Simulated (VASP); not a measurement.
# Ga in VASP: notebook, part 2 of 2

VASP 6.6.1.

## 5. Relaxation of cell and atoms, PBEsol

Contents of INCAR:

```
SYSTEM = Ga
PREC = Accurate
ENCUT = 600
EDIFF = 1E-6
ISMEAR = -1
SIGMA = 0.05
LREAL = .FALSE.
LASPH = .TRUE.
NELM = 100
ALGO = Fast
ISIF = 3
LWAVE = .FALSE.
LCHARG = .FALSE.
GGA = PS
IBRION = 2
NSW = 60
EDIFFG = -0.01
```

Contents of KPOINTS:

```
regular mesh
0
G
  10 10 8
  0 0 0
```

Contents of POSCAR:

```
Ga
1.0
    1.3830000000     -4.0265000000      0.0000000000
    1.3830000000      4.0265000000      0.0000000000
   -0.1174474948      0.0000000000      3.3299294416
Ga
2
Direct
    0.1310000000      0.8690000000      0.7500000000
    0.8690000000      0.1310000000      0.2500000000
```

Run with:

```
cat potpaw_PBE.64/Ga_d/POTCAR > POTCAR
mpirun -np 1 vasp_std > vasp.out
```

Wall time 50 min (1 thread of Intel Xeon 8259CL, shared host); peak memory 0.32 GiB.

Results (log left out):

```yaml
Free_energy: -6.6987 eV
Relaxed_volume: 17.96 Å³/atom
Relaxed_cell: a = 4.254 Å, b = 4.254 Å, c = 3.170 Å, α = 90.15°, β = 90.15°, γ = 141.24°
Space_group_after_relaxing_to_0.1_Å: Cmcm (No. 63)
Energy_gained_by_relaxing: 12.3 meV/atom
Ionic_steps: 19
Pressure_after_relaxing: 0.0 GPa
Largest_force_after_relaxing: 0.006 eV/Å
Band_gap_on_the_k_mesh: zero (bands 13 and 14 overlap by 9.17 eV)
```

Forces on the atoms (eV/Å):
```
Ga   0.000 -0.006  0.000
Ga   0.000  0.006  0.000
```

The path:
```
step  energy change (eV)  largest force (eV/Å)  pressure (GPa)  volume (Å³)
   1              0.0000                0.1979           -1.88        37.09
   2             -0.0128                0.1286           -0.16        35.93
   3             -0.0138                0.1067            0.35        35.60
   4             -0.0138                0.0983            0.57        35.49
   5             -0.0173                0.0505            0.48        35.58
   6             -0.0214                0.0448            0.22        35.75
   7             -0.0180                0.2264           -0.10        36.05
   8             -0.0223                0.0881            0.15        35.83
   9             -0.0224                0.1233            0.02        35.87
  10             -0.0234                0.0546           -0.07        35.99
  11             -0.0238                0.0779           -0.08        35.95
  12             -0.0245                0.0202            0.19        35.87
  13             -0.0245                0.0079            0.29        35.86
  14             -0.0243                0.0190           -0.25        36.11
  15             -0.0246                0.0118           -0.16        35.92
  16             -0.0246                0.0127            0.01        35.91
  17             -0.0246                0.0048           -0.07        35.92
  18             -0.0246                0.0089           -0.06        35.92
  19             -0.0246                0.0057            0.01        35.91
```

Final structure:
```
Ga
1.0
     1.41133   -4.01297    0.02032
     1.41133    4.01297    0.02032
    -0.07081    0.00000    3.16952
Ga
2
Cartesian
  1.3582 2.9281 2.3975
  1.3936 -2.9281 0.8127
```

Levels at points of the mesh, in eV from the Fermi level:
| k point | band 10 | band 11 | band 12 | band 13 | band 14 | band 15 | band 16 | band 17 |
| --- | --- | --- | --- | --- | --- | --- | --- | --- |
| (0.00, 0.00, 0.00) | -14.66 | -11.59 | -2.37 | -1.57 | 2.54 | 6.30 | 8.40 | 9.60 |
| (0.50, 0.00, 0.00) | -14.71 | -6.62 | -5.58 | -1.82 | -0.25 | 6.68 | 6.82 | 9.19 |
| (0.50, 0.50, 0.00) | -14.72 | -9.61 | -8.71 | 4.73 | 5.78 | 6.39 | 6.97 | 7.07 |
| (0.00, 0.00, 0.50) | -14.73 | -7.74 | -7.74 | 1.72 | 1.72 | 2.57 | 2.57 | 11.02 |
| (0.50, 0.00, 0.50) | -14.70 | -3.01 | -2.99 | -1.76 | -1.71 | 1.86 | 1.99 | 4.26 |
| (0.50, 0.50, 0.50) | -14.81 | -5.88 | -5.88 | -4.44 | -4.44 | 10.23 | 10.23 | 11.83 |

Caveat: the PAW data sets were made with another functional, which shifts forces and pressure a little.

## 6. Relaxation of cell and atoms, PBEsol, target pressure 2 GPa, at which the enthalpy is minimised

Contents of INCAR:

```
PREC     = Accurate       # precision mode
ENCUT    = 600            # plane-wave cutoff, eV
EDIFF    = 1E-7           # SCF threshold, eV
ISMEAR   = -1             # smearing method
SIGMA    = 0.05           # smearing width, eV
LREAL    = False          # projectors in reciprocal space
LASPH    = True           # aspherical terms in the spheres
NELM     = 60             # most SCF steps
ALGO     = Fast           # electronic algorithm
ISIF     = 3              # what is computed and relaxed
LWAVE    = False          # write WAVECAR
LCHARG   = False          # write CHGCAR
GGA      = PS             # functional
IBRION   = 2              # ionic algorithm
NSW      = 60             # ionic steps
EDIFFG   = -0.01          # ionic threshold
PSTRESS  = 20.0
```

Contents of KPOINTS:

```
Automatic mesh
0
Gamma
  10 10 8
```

POSCAR is that of step 5.

Potentials or basis: VASP PAW PBE potentials, release 64 (Ga_d).

Run with:

```
cat potpaw_PBE.64/Ga_d/POTCAR > POTCAR
mpirun -np 1 vasp_std > vasp.out
```

Run time: 45 min. Hardware: 1 thread of Intel Xeon 8259CL, shared host; peak memory 0.32 GiB.

It converged, with:

```yaml
Free_energy: -6.6919 eV
Relaxed_volume: 17.37 Å³/atom
Relaxed_cell: a = 4.227 Å, b = 4.227 Å, c = 3.133 Å, α = 90.36°, β = 90.36°, γ = 141.63°
Space_group_after_relaxing_to_0.1_Å: C2/c (No. 15)
Energy_change_on_relaxing_the_run_minimises_the_enthalpy: -8.9 meV/atom
Ionic_steps: 13
Pressure_after_relaxing: 2.0 GPa
Band_gap_on_the_k_mesh: zero (bands 13 and 14 overlap by 9.47 eV)
```

Stress tensor (GPa, compression positive):
```
 2.07  0.00 -0.04
 0.00  1.97  0.00
-0.04  0.00  2.03
```

The path:
| step | energy change (eV) | largest force (eV/Å) | pressure (GPa) | volume (Å³) |
| --- | --- | --- | --- | --- |
| 1 | 0.0000 | 0.1970 | -1.91 | 37.09 |
| 2 | -0.0056 | 0.1357 | 2.20 | 34.71 |
| 3 | -0.0049 | 0.1339 | 2.28 | 34.66 |
| 4 | -0.0088 | 0.0791 | 2.20 | 34.69 |
| 5 | -0.0149 | 0.0822 | 2.06 | 34.75 |
| 6 | -0.0152 | 0.1233 | 2.09 | 34.76 |
| 7 | -0.0182 | 0.0599 | 1.96 | 34.87 |
| 8 | -0.0180 | 0.0714 | 1.97 | 34.85 |
| 9 | -0.0182 | 0.0279 | 2.00 | 34.82 |
| 10 | -0.0180 | 0.0098 | 2.03 | 34.79 |
| 11 | -0.0185 | 0.0061 | 1.93 | 34.81 |
| 12 | -0.0187 | 0.0046 | 1.92 | 34.82 |
| 13 | -0.0178 | 0.0001 | 2.02 | 34.75 |

Final structure:
```xyz
2
Lattice="1.3892 -3.9924 0.0121 1.3892 3.9924 0.0121 -0.0875 0.0000 3.1319" Properties=species:S:1:pos:R:3 pbc="T T T"
Ga    1.3235    2.9168    2.3610
Ga    1.3673   -2.9168    0.7951
```

Levels at points of the mesh, in eV from the Fermi level:
```tsv
k point	band 10	band 11	band 12	band 13	band 14	band 15	band 16	band 17
(0.00, 0.00, 0.00)	-14.71	-11.89	-2.59	-1.66	2.59	6.40	8.76	9.94
(0.50, 0.00, 0.00)	-14.76	-6.68	-5.73	-1.94	-0.28	6.71	7.07	9.37
(0.50, 0.50, 0.00)	-14.77	-9.86	-8.98	4.82	5.86	6.70	7.13	7.20
(0.00, 0.00, 0.50)	-14.78	-7.93	-7.93	1.63	1.63	2.50	2.50	11.46
(0.50, 0.00, 0.50)	-14.74	-3.05	-2.98	-1.81	-1.66	1.75	2.06	4.22
(0.50, 0.50, 0.50)	-14.86	-6.00	-6.00	-4.65	-4.65	10.63	10.63	11.97
```

Caveat: the cell is relaxed towards a set pressure, so the run minimises the enthalpy, not the energy; the PAW data sets were made with another functional, which shifts forces and pressure a little.

## 7. Relaxation of cell and atoms, PBEsol, target pressure 5 GPa, at which the enthalpy is minimised

INCAR: that of step 6 with these lines changed.

```diff
@@ -2,3 +2,3 @@
 ENCUT    = 600            # plane-wave cutoff, eV
-EDIFF    = 1E-7           # SCF threshold, eV
+EDIFF    = 1E-6           # SCF threshold, eV
 ISMEAR   = -1             # smearing method
@@ -7,3 +7,3 @@
 LASPH    = True           # aspherical terms in the spheres
-NELM     = 60             # most SCF steps
+NELM     = 100            # most SCF steps
 ALGO     = Fast           # electronic algorithm
@@ -16,2 +16,2 @@
 EDIFFG   = -0.01          # ionic threshold
-PSTRESS  = 20.0
+PSTRESS  = 50.0
```

Contents of KPOINTS:

```
regular mesh
0
Gamma
  10 10 8
```

POSCAR is that of step 6.

Potentials or basis: VASP PAW PBE potentials, release 64 (Ga_d).

Run with:

```
cat potpaw_PBE.64/Ga_d/POTCAR > POTCAR
mpirun -np 1 vasp_std > vasp.out
```

OUTCAR:

```text
PREC = Accurate
   ENCUT = 600
   EDIFF = 1E-6
   ISMEAR = -1
   LREAL = False
   LASPH = True
   NELM = 100
   ISIF = 3
   GGA = PS
   IBRION = 2
   NSW = 60
   EDIFFG = -0.01
   PSTRESS = 50.0

 ion  position               nearest neighbor table
   1  0.131  0.869  0.750-   2 2.69   2 2.69   2 2.86   2 2.86   2 2.92   2 2.92
   2  0.869  0.131  0.250-   1 2.69   1 2.69   1 2.86   1 2.86   1 2.92   1 2.92

  LATTYP: Found a base centered monoclinic cell.
 ALAT       =     2.7660000000
 B/A-ratio  =     2.9114244396
 C/A-ratio  =     1.2046276211
 COS(beta)  =    -0.0352483478

  Lattice vectors:

 A1 = (   1.3830000000,  -4.0265000000,   0.0000000000)
 A2 = (   1.3830000000,   4.0265000000,   0.0000000000)
[... 376 lines left out ...]
  ext. energy  EPLUGINS =         0.00000000
  ---------------------------------------------------
  free energy    TOTEN  =        -6.66334200 eV

  energy without entropy =       -6.65996283  energy(sigma->0) =       -6.66165242

 E-fermi :   6.6589     XC(G=0): -11.7309

 val. band max:        6.6210490176   @ k =  -0.2000   0.4000   0.3750
 cond. band min:       6.6668741879   @ k =   0.3000   0.3000   0.3750
 fundamental gap:      0.0458251703
 Fermi energy:         6.6589437819

 k-point     1 :       0.0000    0.0000    0.0000
  band No.  band energies     occupation
      1      -8.7458      2.00000
      2      -8.6979      2.00000
      3      -8.6472      2.00000
      4      -8.6304      2.00000
      5      -8.3416      2.00000
      6      -8.3209      2.00000
[... 457 lines left out ...]
      4      -8.4815      2.00000
      5      -8.4379      2.00000
      6      -8.4238      2.00000
[... 9 lines left out ...]
     16      14.3382      0.00000
     17      14.4376      0.00000

 [... further k-points ...]

------------------------ aborting loop because EDIFF is reached ----------------------------------------

  FORCE on cell =-STRESS in cart. coord.  units (eV):
  Direction    XX          YY          ZZ          XY          YZ          ZX
  --------------------------------------------------------------------------------------
  -------------------------------------------------------------------------------------
  Total        1.0447014      1.0370139      1.0584746      0.0000000      0.0000000     -0.0029107
  in kB       50.0615410     49.6931582     50.7215425      0.0000000      0.0000000     -0.1394801
  external PRESSURE =       0.1587472 kB  Pullay stress =      50.0000000 kB
[... 21 lines left out ...]
  energy  without entropy=       -6.6599628330  energy(sigma->0) =       -6.66165242

  enthalpy is  TOTEN    =        -5.6199248178 eV   P V=        1.0434171865

 reached required accuracy - stopping structural energy minimisation
```

Wall time 61 min (1 thread of Intel Xeon 8259CL, shared host); peak memory 0.32 GiB.

Results:

```
Free energy                                                : -6.6633 eV
Relaxed volume                                             : 16.72 Å³/atom
Relaxed cell                                               : a = 4.182 Å, b = 4.182 Å, c = 3.090 Å, α = 90.52°, β = 90.52°, γ = 141.77°
Space group after relaxing (to 0.1 Å)                      : C2/c (No. 15)
Energy change on relaxing (the run minimises the enthalpy) : +5.4 meV/atom
Ionic steps                                                : 23
Pressure after relaxing                                    : 5.0 GPa
Largest force after relaxing                               : 0.007 eV/Å
Band gap on the k mesh                                     : zero (bands 13 and 14 overlap by 9.83 eV)
```

Forces in eV/Å, atoms in the order of the input:
```
Ga   0.000 -0.007  0.000
Ga   0.000  0.007  0.000
```

Step by step:
```csv
step,energy change (eV),largest force (eV/Å),pressure (GPa),volume (Å³)
1,0.0000,0.1979,-1.88,37.09
2,0.0399,0.1392,6.19,32.98
3,0.0264,0.1546,5.28,33.36
4,0.0241,0.1553,5.20,33.43
5,0.0197,0.0779,5.19,33.43
6,0.0150,0.0912,5.16,33.43
7,0.0149,0.1431,5.21,33.42
8,0.0087,0.0829,4.82,33.55
9,0.0089,0.0887,4.92,33.54
10,0.0098,0.0370,5.10,33.49
11,0.0105,0.0087,5.20,33.46
12,0.0125,0.0487,5.27,33.39
13,0.0110,0.0022,4.92,33.44
14,0.0117,0.0303,5.07,33.42
15,0.0114,0.0104,4.96,33.43
16,0.0115,0.0219,5.05,33.42
17,0.0107,0.0152,4.92,33.44
18,0.0106,0.0142,5.03,33.45
19,0.0104,0.0134,5.01,33.45
20,0.0096,0.0019,4.94,33.47
21,0.0094,0.0008,4.93,33.48
22,0.0112,0.0065,5.15,33.42
23,0.0108,0.0067,5.02,33.43
```

Final structure:
```cif
data_structure
_symmetry_space_group_name_H-M 'P 1'
_symmetry_Int_Tables_number 1
_cell_length_a 4.1823
_cell_length_b 4.1823
_cell_length_c 3.0898
_cell_angle_alpha 90.521
_cell_angle_beta 90.521
_cell_angle_gamma 141.767
_cell_volume 33.43
loop_
_atom_site_label
_atom_site_type_symbol
_atom_site_fract_x
_atom_site_fract_y
_atom_site_fract_z
_atom_site_occupancy
Ga1 Ga 0.13439 0.86561 0.75000 1
Ga2 Ga 0.86561 0.13439 0.25000 1
```

Caveat: the cell is relaxed towards a set pressure, so the run minimises the enthalpy, not the energy; the PAW data sets were made with another functional, which shifts forces and pressure a little.

## 8. Overview

| task | level | cell | k mesh | cutoff (eV) | smearing | dipole correction | tolerance level | purpose | start | gap on the mesh (eV) | pressure (GPa) | largest force (eV/Å) |
| --- | --- | --- | --- | --- | --- | --- | --- | --- | --- | --- | --- | --- |
| single point | PBEsol | a = 4.244, b = 4.271, c = 3.332 Å, angles 90.7, 90.6, 142.1°, 2 atoms | 9 × 8 × 7 | 520 | fermi-dirac 0.05 eV | no | - | - | - | none | -1.6 | 0.24 |
| single point | PBEsol | a = 4.231, b = 4.284, c = 3.332 Å, angles 90.7, 90.6, 142.1°, 2 atoms | 9 × 8 × 7 | 520 | fermi-dirac 0.05 eV | no | - | - | - | none | -1.6 | 0.23 |
| single point | SCAN | a = 4.257, b = 4.257, c = 3.332 Å, angles 90.7, 90.7, 142.1°, 2 atoms | 13 × 13 × 10 | 440 | methfessel-paxton 0.1 eV | - | tight | restart | from scratch | none | -1.9 | 0.19 |
| relaxation of cell and atoms | PBEsol | relaxed from a = 4.257, b = 4.257, c = 3.332 Å, angles 90.7, 90.7, 142.1°, 2 atoms | 10 × 10 × 8 | 600 | fermi-dirac 0.05 eV | no | - | - | - | none | 0.0 | 0.01 |
| relaxation of cell and atoms | PBEsol | relaxed to 2 GPa from a = 4.257, b = 4.257, c = 3.332 Å, angles 90.7, 90.7, 142.1°, 2 atoms | 10 × 10 × 8 | 600 | fermi-dirac 0.05 eV | no | - | - | - | none | 2.0 | - |
| relaxation of cell and atoms | PBEsol | relaxed to 5 GPa from a = 4.257, b = 4.257, c = 3.332 Å, angles 90.7, 90.7, 142.1°, 2 atoms | 10 × 10 × 8 | 600 | fermi-dirac 0.05 eV | no | - | - | - | none | 5.0 | 0.01 |

Alike in all rows: potentials or basis VASP PAW PBE potentials, release 64 (Ga_d); no spin polarisation.

Caveats: the PAW data sets were made with another functional, which shifts forces and pressure a little; the cell is relaxed towards a set pressure, so the run minimises the enthalpy, not the energy (at least some runs).

Absolute energies hang on the potentials; compare differences alone.

The gap in the log of VASP goes by the Fermi energy; the results here count the filled bands.